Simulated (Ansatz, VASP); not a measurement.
**One calculation of Ti, two programs**

```
CELL_PARAMETERS angstrom
0.00000 2.03000 2.03000
2.03000 0.00000 2.03000
2.03000 2.03000 0.00000
ATOMIC_POSITIONS crystal
Ti 0.00000 0.00000 0.00000
```

Alike in both runs: task electric field gradients; functional PBE; k mesh 15 × 15 × 15; occupations fermi-dirac, width 0.05 eV; no spin polarisation.

|  | VASP | Ansatz |
| --- | --- | --- |
| version | VASP 6.6.1 | Ansatz 0.2.0 |
| potentials or method | VASP PAW PBE potentials, release 64 (Ti_sv), cutoff 520 eV | all-electron PAW with datasets made for the crystal, scalar-relativistic |

VASP gave:

| Property | Result |
| --- | --- |
| pressure (GPa) | 4.2 |

What did Ansatz give for the same quantities?

Pressure (GPa): 4.5.

Ansatz ran all-electron here, and VASP with PAW potentials.
